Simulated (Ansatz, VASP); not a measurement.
## Two plane-wave programs on LiH

File POSCAR:

```
LiH
1.0
    0.0000000000      2.0029948411      2.0130098153
    2.0029948411      0.0000000000      2.0130098153
    2.0029948411      2.0029948411      0.0000000000
Li H
1 1
Direct
    0.0000000000      0.0000000000      0.0000000000
    0.5000000000      0.5000000000      0.5000000000
```

Contents of INCAR.step1:

```
PREC = Accurate
ENCUT = 520
EDIFF = 1E-5
ISMEAR = 0
SIGMA = 0.01
LREAL = F
LASPH = T
NELM = 100
ALGO = Normal
ISIF = 2
LWAVE = T
NBANDS = 9
GGA = PE
```

The input INCAR.step2:

```
PREC = Accurate
ENCUT = 520
EDIFF = 1E-7
ISMEAR = 0
SIGMA = 0.01
LREAL = F
LASPH = T
NELM = 100
ALGO = Normal
ISIF = 2
LWAVE = F
LCHARG = T
GGA = PE
LHFCALC = T
HFSCREEN = 0.2079
PRECFOCK = Normal
LELF = T
LVHAR = T
NBANDS = 9
ISTART = 1
```

The input KPOINTS:

```
Automatic mesh
0
Gamma
  8 8 8
```

Input for Ansatz:

```yaml
crystal:
  lattice:
    - [0.0, 2.0029948411, 2.0130098153]
    - [2.0029948411, 0.0, 2.0130098153]
    - [2.0029948411, 2.0029948411, 0.0]
  atoms:
    - { symbol: Li, position: [0.0, 0.0, 0.0] }
    - { symbol: H, position: [0.5, 0.5, 0.5] }
kpoints:
  mp_grid: { grid: [8, 8, 8] }
  band_path:
    path:
      - [0.0, 0.0, 0.0]
      - [0.5, 0.0, 0.5]
      - [0.625, 0.25, 0.625]
      - [0.375, 0.375, 0.75]
      - [0.5, 0.5, 0.5]
      - [0.5, 0.25, 0.75]
      - [0.0, 0.5, 0.5]
      - [0.5, 0.5, 0.0]
    npoints: 1
hamiltonian:
  xc: hse06
scf:
  occupations: { method: fixed }
  n_extra_bands: 4
output:
  forces: true
  stress: true
  eigenvalues: true
```

Change from the starting cell: uniaxial_z strain +0.5%.

Alike in both runs: task single point; functional HSE06; k mesh 8 × 8 × 8; no spin polarisation.

```csv
,VASP,Ansatz
version,VASP 6.6.1,Ansatz 0.2.0
potentials or method,"VASP PAW PBE potentials, release 64 (Li_sv, H)","plane waves, PAW"
plane-wave cutoff (eV),520,420
occupations,"gaussian, width 0.01 eV",fixed
valence electrons in the cell,4,4
```

|  | VASP | Ansatz | Ansatz less VASP |
| --- | --- | --- | --- |
| gap on the k mesh at the Fermi level (eV) | 3.91 | 3.91 | +0.002 |

Ansatz's warnings: stress exchange threshold loose, stress scf threshold loose.

Noted on VASP's run: the cutoff is under 1.25 times that of the potentials, so the pressure is a little rough.
